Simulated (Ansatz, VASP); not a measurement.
# Two plane-wave programs on TiAl6Ni5

The input INCAR:

```
PREC = Accurate
ENCUT = 520
EDIFF = 1E-6
ISMEAR = 0
SIGMA = 0.1
LREAL = F
LASPH = T
NELM = 60
ALGO = Fast
ISIF = 2
LWAVE = F
LCHARG = T
GGA = PE
LELF = T
LVHAR = T
NBANDS = 52
```

The input KPOINTS:

```
regular mesh
0
Gamma
  4 4 2
```

POSCAR

```
TiAl6Ni5
1.0
    4.0812158000      0.0000000000      0.0000000000
    0.0000000000      4.0812158000      0.0000000000
    0.0000000000      0.0000000000      9.2516495000
Ti Al Ni
1 6 5
Direct
    0.5000000000      0.5000000000      0.5000000000
    0.0000000000      0.5000000000      0.0000000000
    0.5000000000      0.0000000000      0.0000000000
    0.0000000000      0.5000000000      0.3137110000
    0.5000000000      0.0000000000      0.3137110000
    0.0000000000      0.5000000000      0.6862890000
    0.5000000000      0.0000000000      0.6862890000
    0.5000000000      0.5000000000      0.1605720000
    0.0000000000      0.0000000000      0.1530280000
    0.0000000000      0.0000000000      0.5000000000
    0.5000000000      0.5000000000      0.8394280000
    0.0000000000      0.0000000000      0.8469720000
```

Input for Ansatz:

```yaml
crystal:
  lattice:
    - [4.0812158, 0.0, 0.0]
    - [0.0, 4.0812158, 0.0]
    - [0.0, 0.0, 9.2516495]
  atoms:
    - { symbol: Ti, position: [0.5, 0.5, 0.5] }
    - { symbol: Al, position: [0.0, 0.5, 0.0] }
    - { symbol: Al, position: [0.5, 0.0, 0.0] }
    - { symbol: Al, position: [0.0, 0.5, 0.313711] }
    - { symbol: Al, position: [0.5, 0.0, 0.313711] }
    - { symbol: Al, position: [0.0, 0.5, 0.686289] }
    - { symbol: Al, position: [0.5, 0.0, 0.686289] }
    - { symbol: Ni, position: [0.5, 0.5, 0.160572] }
    - { symbol: Ni, position: [0.0, 0.0, 0.153028] }
    - { symbol: Ni, position: [0.0, 0.0, 0.5] }
    - { symbol: Ni, position: [0.5, 0.5, 0.839428] }
    - { symbol: Ni, position: [0.0, 0.0, 0.846972] }
basis:
  ecutwfc: 420
kpoints:
  mp_grid: { grid: [4, 4, 2] }
hamiltonian:
  xc: pbe
scf:
  occupations: { method: gaussian, width: 0.1 }
  lower_state_search: "off"
output:
  forces: true
  stress: true
  eigenvalues: true
```

Alike in both runs: task single point; functional PBE; k mesh 4 × 4 × 2; occupations gaussian, width 0.1 eV; no spin polarisation.

|  | VASP | Ansatz |
| --- | --- | --- |
| version | VASP 6.6.1 | Ansatz 0.2.0 |
| potentials or method | VASP PAW PBE potentials, release 64 (Ti_sv, Al, Ni), cutoff 520 eV | scalar-relativistic, plane waves, PAW |
| valence electrons in the cell | 80 | 120 |

VASP gave:

| Property | Result |
| --- | --- |
| gap on the k mesh at the Fermi level (eV) | none |
| pressure (GPa) | -0.1 |
| traceless stress, the component that is largest in VASP (GPa) | -0.51 |
| rms of the force components (eV/Å) | 0.020 |

Problem. What did Ansatz give for the same quantities?

Solution. gap on the k mesh at the Fermi level (eV): none; pressure (GPa): -0.1; traceless stress, the component that is largest in VASP (GPa): -0.46; rms of the force components (eV/Å): 0.021.

Atom by atom the forces differ by 0.001 eV/Å (rms over components). A gap of «none» marks a metal or a gap that the smearing closes. VASP's potentials hold 80 valence electrons a cell and Ansatz's 120, so a difference there can come from the potentials and not from the codes.

The k mesh is coarse, so the values compare programs but aren't converged.
